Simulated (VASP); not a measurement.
Crystal: MnO2.

```xyz
6
Lattice="2.8550 0.0000 0.0000 -1.4275 2.4725 0.0000 0.0000 0.0000 10.2217" Properties=species:S:1:pos:R:3 pbc="T T T"
Mn    0.0000    0.0000    5.1109
Mn    0.0000    0.0000    0.0000
O     1.4275    0.8242    4.1588
O     1.4275    0.8242    0.9521
O     0.0000    1.6483    6.0630
O     0.0000    1.6483    9.2697
```

Base run:

```yaml
Program: VASP 6.6.1
Functional: PBE
Dispersion: TS
Potentials_or_basis: VASP PAW PBE potentials, release 64 (Mn_pv, O)
Cutoff: 520 eV
k_mesh: 8 × 8 × 2
Occupations: gaussian, width 0.02 eV
Spin: collinear spin, ferromagnetic start
Starting_moments: "[4.0, 4.0, 0.0, 0.0, 0.0, 0.0] μB"
```

Its results: band gap on the k mesh 0.87 eV (least direct gap 0.92 eV); pressure 2.7 GPa; net moment 6.00 μB per cell; site moments Mn +2.83; O +0.04 μB; largest force 0.246 eV/Å.

Q: The run is repeated on the same cell with these changes: dispersion from TS to D2. What comes out?

A: Band gap on the k mesh 0.87 eV (least direct gap 0.92 eV); pressure 3.6 GPa; net moment 6.00 μB per cell; site moments Mn +2.83; O +0.04 μB; largest force 0.351 eV/Å.

Caveats: only a ferromagnetic start was run, and an antiferromagnetic order may lie lower in energy; the cell stands under pressure (at least some runs).

A k mesh can miss the band edges.
